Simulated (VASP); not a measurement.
# WC (Imm2) in VASP: notebook, part 2 of 2

VASP 6.6.1. Earlier steps stand in the parts before.

## Step 4: Single point, r2SCAN

File POSCAR:

```
WC
1.0
    0.0000000000      2.1926840000      2.1926840000
    2.1926840000      0.0000000000      2.1926840000
    2.1926840000      2.1926840000      0.0000000000
W C
1 1
Direct
   -0.0604658590      0.0000000000      0.0000000000
    0.5000000000      0.5000000000      0.5000000000
```

File INCAR.step1:

```
PREC = Accurate
ENCUT = 520
ISMEAR = 0
SIGMA = 0.15
LREAL = False
LASPH = True
NELM = 100
NBANDS = 16
GGA = PE
ALGO = Normal
EDIFF = 1E-4
LWAVE = True
LCHARG = False
```

File INCAR.step2:

```
PREC = Accurate
ENCUT = 520
EDIFF = 1E-6
ISMEAR = 0
SIGMA = 0.15
LREAL = False
LASPH = True
NELM = 100
ALGO = Normal
ISIF = 2
LWAVE = False
LCHARG = False
METAGGA = R2SCAN
LMIXTAU = True
NBANDS = 16
ISTART = 1
```

File KPOINTS:

```
Automatic mesh
0
Gamma
  18 18 18
```

Potentials or basis: VASP PAW PBE potentials, release 64 (W_sv, C).

Started as:

```
> cat potpaw_PBE.64/W_sv/POTCAR potpaw_PBE.64/C/POTCAR > POTCAR
> cp INCAR.step1 INCAR
> mpirun -np 1 vasp_std > vasp.out
> cp INCAR.step2 INCAR
> mpirun -np 1 vasp_std > vasp.out
```

OUTCAR:

```text
PREC = Accurate
   ENCUT = 520
   EDIFF = 1E-6
   ISMEAR = 0
   LREAL = False
   LASPH = True
   NELM = 100
   ISIF = 2
   METAGGA = R2SCAN
   ISTART = 1

 ion  position               nearest neighbor table
   1  0.940  0.000  0.000-   2 2.06   2 2.06   2 2.20   2 2.20   2 2.33   2 2.33
   2  0.500  0.500  0.500-   1 2.06   1 2.06   1 2.20   1 2.20   1 2.33   1 2.33

  LATTYP: Found a face centered cubic cell.
 ALAT       =     4.3853680000

  Lattice vectors:

 A1 = (   0.0000000000,   2.1926840000,   2.1926840000)
 A2 = (   2.1926840000,   0.0000000000,   2.1926840000)
 A3 = (   2.1926840000,   2.1926840000,   0.0000000000)

Analysis of symmetry for initial positions (statically):
=====================================================================
 Subroutine PRICEL returns:
 Original cell was already a primitive cell.

 Routine SETGRP: Setting up the symmetry group for a
 face centered cubic supercell.

 Subroutine GETGRP returns: Found  4 space group operations
 (whereof  4 operations were pure point group operations)
 out of a pool of 48 trial point group operations.

The static configuration has the point symmetry C_2v.

Analysis of symmetry for dynamics (positions and initial velocities):
[... 163 lines left out ...]
 fundamental gap:      0.0023437108
 Fermi energy:        12.3262881985

 k-point     1 :       0.0000    0.0000    0.0000
  band No.  band energies     occupation
      1     -65.0133      2.00000
      2     -28.3750      2.00000
      3     -28.3720      2.00000
      4     -28.3502      2.00000
      5      -4.2860      2.00000
      6       8.7151      2.00000
[... 433 lines left out ...]
      3     -28.3841      2.00000
      4     -28.3657      2.00000
      5      -3.9622      2.00000
      6       7.7396      2.00000
[... 8 lines left out ...]
     15      23.5739      0.00000
     16      33.4917      0.00000

 [... further k-points ...]

------------------------ aborting loop because EDIFF is reached ----------------------------------------

  FORCE on cell =-STRESS in cart. coord.  units (eV):
  Direction    XX          YY          ZZ          XY          YZ          ZX
  --------------------------------------------------------------------------------------
  -------------------------------------------------------------------------------------
  Total       -0.5095907      0.6560978      0.6560978      0.0000000     -0.1203861      0.0000000
  in kB      -38.7234403     49.8564129     49.8564129      0.0000000     -9.1480571      0.0000000
  external PRESSURE =      20.3297951 kB  Pullay stress =       0.0000000 kB

 VOLUME and BASIS-vectors are now :
 -----------------------------------------------------------------------------
  energy-cutoff  :      520.00
  volume of cell :       21.08
      direct lattice vectors                 reciprocal lattice vectors
     0.000000000  2.192684000  2.192684000    -0.228031034  0.228031034  0.228031034
     2.192684000  0.000000000  2.192684000     0.228031034 -0.228031034  0.228031034
     2.192684000  2.192684000  0.000000000     0.228031034  0.228031034 -0.228031034

 POSITION                                       TOTAL-FORCE (eV/Angst)
 -----------------------------------------------------------------------------------
      0.00000      2.06010      2.06010         0.000000      0.941470      0.941470
      2.19268      2.19268      2.19268        -0.000000     -0.941470     -0.941470
 -----------------------------------------------------------------------------------
    total drift:                                0.000001      0.000204      0.000204

  FREE ENERGIE OF THE ION-ELECTRON SYSTEM (eV)
  ---------------------------------------------------
  free  energy   TOTEN  =       -60.5169094117 eV

  energy  without entropy=      -60.5059917941  energy(sigma->0) =      -60.51145060
```

OUTCAR.step1:

```text
PREC = Accurate
   ENCUT = 520
   ISMEAR = 0
   LREAL = False
   LASPH = True
[... 677 lines left out ...]
      0.00000      2.06010      2.06010         0.000000      1.029274      1.029274
      2.19268      2.19268      2.19268         0.000000     -1.029274     -1.029274
 -----------------------------------------------------------------------------------
    total drift:                                0.000000      0.001951      0.001951

  FREE ENERGIE OF THE ION-ELECTRON SYSTEM (eV)
  ---------------------------------------------------
  free  energy   TOTEN  =       -21.4363901549 eV

  energy  without entropy=      -21.4250316891  energy(sigma->0) =      -21.43071092
```

Wall time 17 min (1 thread of Oxide Virtual Turin-like, shared host); peak memory 0.36 GiB.

What came out:

- Free energy: -60.5169 eV
- Pressure: 2.0 GPa
- Largest force: 1.331 eV/Å
- Band gap on the k mesh: zero (bands 9 and 10 overlap by 3.24 eV)

Forces on the atoms (eV/Å):
```
W    0.000  0.941  0.941
C    0.000 -0.941 -0.941
```

Caveat: the cell differs from its parent crystal (all W atoms moved +0.188 Å, as atom 1 towards its neighbour atom 1 (W) at 3.101 Å); the stress differs along the axes, from -4 to 5 GPa; the PAW data sets were made with another functional, which shifts forces and pressure a little; spin-orbit coupling is left out, which moves the levels of the heavy elements.

## Step 5: Summary

| cell | gap on the mesh (eV) | pressure (GPa) | largest force (eV/Å) |
| --- | --- | --- | --- |
| as given, atomic positions A | none | 26.2 | 4.13 |
| as given, atomic positions B | none | 11.9 | 2.55 |
| as given, atomic positions C | none | 2.0 | 1.33 |

Alike in all rows: task single point; level r2SCAN; potentials or basis VASP PAW PBE potentials, release 64 (W_sv, C); no spin polarisation; k mesh 18 × 18 × 18; cutoff (eV) 520; smearing gaussian 0.15 eV.

Caveats: the PAW data sets were made with another functional, which shifts forces and pressure a little; spin-orbit coupling is left out, which moves the levels of the heavy elements; the stress differs along the axes, from -2 to 40 GPa (at least some runs); the stress differs along the axes, from -4 to 20 GPa (at least some runs); the stress differs along the axes, from -4 to 5 GPa (at least some runs).

Absolute energies hang on the potentials; compare differences alone.
